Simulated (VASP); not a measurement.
# Hf2N (P4_2/mnm) in VASP: electric field gradients with LDA

Aim: the electric field gradients of Hf2N with LDA.

Everything below comes from runs of VASP 6.6.1. Logs are shortened: lines on timing, memory, paths and dates and some standing lists are left out, and cuts for length are marked.

### Step 1. The cell of the first run

It takes space group P4_2/mnm (No. 136, tetragonal). Conventional cell: a = 5.252 Å, b = 5.252 Å, c = 3.201 Å, α = 90.00°, β = 90.00°, γ = 90.00°. Within 2.9 Å of Hf (site symmetry m2m) lie 3 N at 2.19 to 2.21 Å. N (site symmetry mmm) has 6 Hf at 2.19 to 2.21 Å within 2.9 Å.

### Step 2. Electric field gradients, LDA

INCAR reads:

```
SYSTEM = Hf2N
PREC     = Accurate       ! precision mode
ENCUT    = 520            ! plane-wave cutoff, eV
EDIFF    = 1E-8           ! SCF threshold, eV
ISMEAR   = -1             ! smearing method
SIGMA    = 0.15           ! smearing width, eV
LREAL    = .FALSE.        ! projectors in reciprocal space
LASPH    = .TRUE.         ! aspherical terms in the spheres
NELM     = 60             ! most SCF steps
ALGO     = Normal         ! electronic algorithm
ISIF     = 2              ! what is computed and relaxed
LWAVE    = .FALSE.        ! write WAVECAR
LCHARG   = .FALSE.        ! write CHGCAR
LEFG     = .TRUE.       
NBANDS   = 34             ! bands
```

KPOINTS reads:

```
Automatic mesh
0
G
  8 8 12
  0 0 0
```

POSCAR reads:

```
Hf2N
1.0
    5.2524320376      0.0000000000      0.0000000000
    0.0000000000      5.2524320376      0.0000000000
    0.0000000000      0.0000000000      3.2014546029
Hf N
4 2
Direct
    0.2952757076      0.2952757076      0.0000000000
    0.7047242924      0.7047242924      0.0000000000
    0.7952757076      0.2047242924      0.5000000000
    0.2047242924      0.7952757076      0.5000000000
    0.0000000000      0.0000000000      0.0000000000
    0.5000000000      0.5000000000      0.5000000000
```

Potentials or basis: VASP PAW LDA potentials, release 64 (Hf_pv, N).

On the command line:

```sh
$ cat potpaw_LDA.64/Hf_pv/POTCAR potpaw_LDA.64/N/POTCAR > POTCAR
$ mpirun -np 1 vasp_std > vasp.out
```

OUTCAR:

```text
SYSTEM = Hf2N
   PREC = Accurate
   ENCUT = 520
   EDIFF = 1E-8
   ISMEAR = -1
   LREAL = .FALSE.
   LASPH = .TRUE.
   NELM = 60
   ISIF = 2

 ion  position               nearest neighbor table
   1  0.295  0.295  0.000-   5 2.19   6 2.21   6 2.21   2 3.04   4 3.11   3 3.11   4 3.11   3 3.11
                             4 3.11   4 3.11   3 3.11   3 3.11   2 3.77   2 3.77
   2  0.705  0.705  0.000-   5 2.19   6 2.21   6 2.21   1 3.04   4 3.11   3 3.11   4 3.11   3 3.11
                             3 3.11   3 3.11   4 3.11   4 3.11   1 3.77   1 3.77
   3  0.795  0.205  0.500-   6 2.19   5 2.21   5 2.21   4 3.04   1 3.11   1 3.11   2 3.11   2 3.11
                             2 3.11   2 3.11   1 3.11   1 3.11   4 3.77   4 3.77
   4  0.205  0.795  0.500-   6 2.19   5 2.21   5 2.21   3 3.04   1 3.11   1 3.11   2 3.11   2 3.11
                             1 3.11   1 3.11   2 3.11   2 3.11   3 3.77   3 3.77
   5  0.000  0.000  0.000-   1 2.19   2 2.19   3 2.21   4 2.21   3 2.21   4 2.21
   6  0.500  0.500  0.500-   3 2.19   4 2.19   1 2.21   2 2.21   1 2.21   2 2.21

  LATTYP: Found a simple tetragonal cell.
 ALAT       =     5.2524320376
 C/A-ratio  =     0.6095185202

  Lattice vectors:

 A1 = (   5.2524320376,   0.0000000000,   0.0000000000)
 A2 = (   0.0000000000,   5.2524320376,   0.0000000000)
 A3 = (   0.0000000000,   0.0000000000,   3.2014546029)

Analysis of symmetry for initial positions (statically):
=====================================================================
 Subroutine PRICEL returns:
 Original cell was already a primitive cell.

 Routine SETGRP: Setting up the symmetry group for a
 simple tetragonal supercell.

 Subroutine GETGRP returns: Found 16 space group operations
 (whereof  8 operations were pure point group operations)
 out of a pool of 16 trial point group operations.

The static configuration has the point symmetry D_2h.
 The point group associated with its full space group is D_4h.

Analysis of symmetry for dynamics (positions and initial velocities):
=====================================================================
 Subroutine PRICEL returns:
 Original cell was already a primitive cell.

 Routine SETGRP: Setting up the symmetry group for a
 simple tetragonal supercell.

 Subroutine GETGRP returns: Found 16 space group operations
 (whereof  8 operations were pure point group operations)
 out of a pool of 16 trial point group operations.

The dynamic configuration has the point symmetry D_2h.
 The point group associated with its full space group is D_4h.

 Subroutine INISYM returns: Found 16 space group operations
 (whereof  8 operations are pure point group operations),
 and found     1 'primitive' translations

----------------------------------------------------------------------------------------

                                     Primitive cell

  volume of cell :      88.3219

  direct lattice vectors                    reciprocal lattice vectors
     5.252432038  0.000000000  0.000000000     0.190387994  0.000000000  0.000000000
     0.000000000  5.252432038  0.000000000     0.000000000  0.190387994  0.000000000
     0.000000000  0.000000000  3.201454603     0.000000000  0.000000000  0.312358013

  length of vectors
     5.252432038  5.252432038  3.201454603     0.190387994  0.190387994  0.312358013

  position of ions in fractional coordinates (direct lattice)
     0.295275708  0.295275708  0.000000000
     0.704724292  0.704724292  0.000000000
     0.795275708  0.204724292  0.500000000
     0.204724292  0.795275708  0.500000000
     0.000000000  0.000000000  0.000000000
     0.500000000  0.500000000  0.500000000

  ion indices of the primitive-cell ions
   primitive index   ion index
                 1           1
                 2           2
                 3           3
                 4           4
                 5           5
                 6           6

[... 69 lines left out ...]
   ENCUT  =  520.0 eV  38.22 Ry    6.18 a.u.   9.77  9.77  5.95*2*pi/ulx,y,z
   NELM   =     60;   NELMIN=  2; NELMDL= -5     # of ELM steps
   EDIFF  = 0.1E-07   stopping-criterion for ELM
   LREAL  =      F    real-space projection
   EDIFFG = 0.1E-06   stopping-criterion for IOM
   NSW    =      0    number of steps for IOM
   IBRION =     -1    ionic relax: 0-MD 1-quasi-New 2-CG
   NFREE  =      0    steps in history (QN), initial steepest desc. (CG)
   ISIF   =      2    stress and relaxation
   ISYM   =      2    0-nonsym 1-usesym 2-fastsym
   POTIM  = 0.5000    time-step for ionic-motion
   TEBEG  =    0.0;   TEEND  =   0.0 temperature during run
   PSTRESS=    0.0 pullay stress
   NELECT =      50.0000    total number of electrons
   NUPDOWN=      -1.0000    fix difference up-down
   EMIN   =  10.00;   EMAX   =-10.00  energy-range for DOS
   EFERMI =   0.00;   METHOD = LEGACY
   ISMEAR =    -1;   SIGMA  =   0.15  broadening in eV -4-tet -1-fermi 0-gaus
   EFERMI_NEDOS =   21; number of points for ismear=-14 and -15
   IALGO  =     38    algorithm
   IMIX   =      4    mixing-type and parameters
     AMIX     =   0.40;   BMIX     =  1.00
     AMIX_MAG =   1.60;   BMIX_MAG =  1.00
  volume/ion in A,a.u.               =      14.72        99.34
  Fermi-wavevector in a.u.,A,eV,Ry     =   1.354281  2.559220 24.954129  1.834077
  Thomas-Fermi vector in A             =   2.481466
   LORBIT       =      0    0 simple, 1 ext, 2 COOP (PROOUT), +10 PAW based schemes
   GGA     = CA    functional components
   LHFCALC =     F    Hartree Fock is set to
   AEXX    =    0.0000 exact exchange contribution
   IVDW    =     0    specifies the selected vdW correction
   LEPSILON=     F    determine dielectric tensor
   LRPA    =     F    only Hartree local field effects (RPA)
 non-spin polarized calculation
  energy-cutoff  :      520.00
  volume of cell :       88.32
 maximum number of plane-waves:      2412
 NGX is ok and might be reduce to    40
   NGX = 19   NGY = 19   NGZ = 11

 number of electron      50.0000008 magnetization

 Free energy of the ion-electron system (eV)
  ---------------------------------------------------
  ext. energy  EPLUGINS =         0.00000000
  ---------------------------------------------------
  free energy    TOTEN  =       -69.68715801 eV

  energy without entropy =      -69.49861881  energy(sigma->0) =      -69.59288841

 E-fermi :   6.1006     XC(G=0): -12.3596

 val. band max:        6.0993658839   @ k =   0.2500   0.2500   0.3333
 cond. band min:       6.1072726749   @ k =   0.2500   0.2500   0.2500
 fundamental gap:      0.0079067910
 Fermi energy:         6.1005902976

 k-point     1 :       0.0000    0.0000    0.0000
  band No.  band energies     occupation
      1     -24.9541      2.00000
      2     -24.3800      2.00000
      3     -24.3117      2.00000
      4     -24.3117      2.00000
      5     -24.0556      2.00000
      6     -23.8819      2.00000
[... 877 lines left out ...]
     33      10.2207      0.00000
     34      10.2207      0.00000

 [... further k-points ...]

------------------------ aborting loop because EDIFF is reached ----------------------------------------

  FORCE on cell =-STRESS in cart. coord.  units (eV):
  Direction    XX          YY          ZZ          XY          YZ          ZX
  --------------------------------------------------------------------------------------
  -------------------------------------------------------------------------------------
  Total       -0.0880453     -0.0880453     -0.1690594      0.0000000      0.0000000      0.0000000
  in kB       -1.5971596     -1.5971596     -3.0667733      0.0000000      0.0000000      0.0000000
  external PRESSURE =      -2.0870308 kB  Pullay stress =       0.0000000 kB

 VOLUME and BASIS-vectors are now :
 -----------------------------------------------------------------------------
  energy-cutoff  :      520.00
  volume of cell :       88.32
      direct lattice vectors                 reciprocal lattice vectors
     5.252432038  0.000000000  0.000000000     0.190387994  0.000000000  0.000000000
     0.000000000  5.252432038  0.000000000     0.000000000  0.190387994  0.000000000
     0.000000000  0.000000000  3.201454603     0.000000000  0.000000000  0.312358013

 POSITION                                       TOTAL-FORCE (eV/Angst)
 -----------------------------------------------------------------------------------
      1.55092      1.55092      0.00000         0.002404      0.002404      0.000000
      3.70152      3.70152      0.00000        -0.002404     -0.002404      0.000000
      4.17713      1.07530      1.60073         0.002404     -0.002404      0.000000
      1.07530      4.17713      1.60073        -0.002404      0.002404      0.000000
      0.00000      0.00000      0.00000         0.000000      0.000000      0.000000
      2.62622      2.62622      1.60073         0.000000      0.000000      0.000000
 -----------------------------------------------------------------------------------
    total drift:                               -0.000000      0.000000     -0.000000

  FREE ENERGIE OF THE ION-ELECTRON SYSTEM (eV)
  ---------------------------------------------------
  free  energy   TOTEN  =       -69.6871580149 eV

  energy  without entropy=      -69.4986188147  energy(sigma->0) =      -69.59288841

 Electric field gradients (V/A^2)
---------------------------------------------------------------------
 ion       V_xx      V_yy      V_zz      V_xy      V_xz      V_yz
---------------------------------------------------------------------
   1      25.730    25.730   -51.460  -196.576    -0.000    -0.000
   2      25.730    25.730   -51.460  -196.576     0.000    -0.000
   3      25.730    25.730   -51.460   196.576     0.000     0.000
   4      25.730    25.730   -51.460   196.576     0.000     0.000
   5      -0.397    -0.397     0.794    -2.836    -0.000     0.000
   6      -0.397    -0.397     0.794     2.836    -0.000    -0.000
---------------------------------------------------------------------

 Electric field gradients after diagonalization (V/A^2)
 (convention: |V_zz| > |V_xx| > |V_yy|)
----------------------------------------------------------------------
 ion       V_xx      V_yy      V_zz     asymmetry (V_yy - V_xx)/ V_zz
----------------------------------------------------------------------
   1    -170.846   -51.460   222.305       0.537
   2    -170.846   -51.460   222.305       0.537
   3    -170.846   -51.460   222.305       0.537
   4    -170.846   -51.460   222.305       0.537
   5       2.439     0.794    -3.233       0.509
   6       2.439     0.794    -3.233       0.509
----------------------------------------------------------------------

           NMR quadrupolar parameters

 Cq : quadrupolar parameter    Cq=e*Q*V_zz/h
 eta: asymmetry parameters     (V_yy - V_xx)/ V_zz
 Q  : nuclear electric quadrupole moment in mb (millibarn)
----------------------------------------------------------------------
 ion       Cq(MHz)       eta       Q (mb)
----------------------------------------------------------------------
   1       0.538       0.537       1.000
   2       0.538       0.537       1.000
   3       0.538       0.537       1.000
   4       0.538       0.537       1.000
   5      -0.008       0.509       1.000
   6      -0.008       0.509       1.000
----------------------------------------------------------------------
```

Run time: 8.1 min. Hardware: 1 thread of Intel Xeon 8259CL, shared host; peak memory 0.34 GiB.

Results:

```yaml
Free_energy: -69.6872 eV
Pressure: -0.2 GPa
Largest_force: 0.003 eV/Å
Band_gap_on_the_k_mesh: zero (bands 25 and 26 overlap by 2.78 eV)
Largest_electric_field_gradient_by_atom: Hf +222.3; N -3.2 V/Å²
```

Forces in eV/Å, atoms in the order of the input:
```
Hf   0.002  0.002  0.000
Hf  -0.002 -0.002  0.000
Hf   0.002 -0.002  0.000
Hf  -0.002  0.002  0.000
N    0.000  0.000  0.000
N    0.000  0.000  0.000
```

Levels at points of the mesh, in eV from the Fermi level:
| k point | band 23 | band 24 | band 25 | band 26 | band 27 | band 28 | band 29 | band 30 |
| --- | --- | --- | --- | --- | --- | --- | --- | --- |
| (0.00, 0.00, 0.00) | 0.07 | 0.73 | 1.00 | 1.13 | 1.13 | 1.59 | 1.75 | 1.75 |
| (0.50, 0.00, 0.00) | -1.11 | -1.11 | 1.50 | 1.50 | 1.86 | 1.86 | 2.00 | 2.00 |
| (0.50, 0.50, 0.00) | -1.45 | -1.45 | 1.05 | 1.05 | 1.53 | 1.53 | 1.94 | 1.94 |
| (0.00, 0.00, 0.50) | -1.28 | -1.28 | -1.28 | -1.28 | 2.19 | 2.19 | 3.75 | 3.75 |
| (0.50, 0.00, 0.50) | -1.13 | -1.13 | -0.96 | -0.96 | 1.79 | 1.79 | 3.91 | 3.91 |
| (0.50, 0.50, 0.50) | -0.96 | -0.96 | -0.45 | -0.45 | 1.34 | 1.34 | 3.00 | 3.00 |

Electric field gradients, principal values (V/Å²):
```
atom    least    middle  greatest (by size)
1 Hf  -51.460  -170.846             222.305
2 Hf  -51.460  -170.846             222.305
3 Hf  -51.460  -170.846             222.305
4 Hf  -51.460  -170.846             222.305
 5 N    0.794     2.439              -3.233
 6 N    0.794     2.439              -3.233
```

Caveat: without QUAD_EFG the Cq values of the log hold for a quadrupole moment of 1 mb, not for the nuclei; spin-orbit coupling is left out, which moves the levels of the heavy elements.
